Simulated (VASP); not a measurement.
Set up this calculation in VASP 6.6.1, as the native input.

```
Task                   : single point
Functional             : PBE
Potentials or basis    : VASP PAW PBE potentials, release 64 (La, Hf_pv, Sb)
Cutoff                 : 520 eV
k mesh                 : 6 × 6 × 6
Occupations            : gaussian, width 0.1 eV
Spin                   : no spin polarisation
Dipole correction      : no
Further INCAR settings : ALGO = Normal; EDIFF = 1e-06; NBANDS = 26
```

The structure of LaHfSb3 lies in POSCAR:

```
LaHfSb3
1.0
    5.8585115596      0.0000000000      0.0000000000
    0.0000000000      5.8585115596      0.0000000000
    0.0000000000      0.0000000000      5.8585115596
La Hf Sb
1 1 3
Direct
    0.5000000000      0.5000000000      0.5000000000
    0.0000000000      0.0000000000      0.0000000000
    0.0000000000      0.5000000000      0.5000000000
    0.5000000000      0.0000000000      0.5000000000
    0.5000000000      0.5000000000      0.0000000000
```

The cell was generated, and may not be a known phase.

One way to write it, as run:

INCAR

```
PREC = Accurate ; ENCUT = 520
EDIFF = 1E-6 ; ISMEAR = 0
SIGMA = 0.1 ; LREAL = F
LASPH = T ; NELM = 100
ALGO = Normal ; ISIF = 2
LWAVE = F ; LCHARG = F
GGA = PE ; NBANDS = 26
```

KPOINTS

```
Automatic mesh
0
Gamma
  6 6 6
```

Potentials or basis: VASP PAW PBE potentials, release 64 (La, Hf_pv, Sb).

The run is started by

```bash
$ cat potpaw_PBE.64/La/POTCAR potpaw_PBE.64/Hf_pv/POTCAR potpaw_PBE.64/Sb/POTCAR > POTCAR
$ mpirun -np 1 vasp_std > vasp.out
```

Results of the run:

| Property | Result |
| --- | --- |
| Pressure | -0.1 GPa |
| Band gap on the k mesh | zero (bands 18 and 19 overlap by 0.80 eV) |

Caveat: spin-orbit coupling is left out, which moves the levels of the heavy elements.

Wall time 4.6 min on 1 thread of Oxide Virtual Turin-like Processor (shared host), peak memory 0.37 GiB.
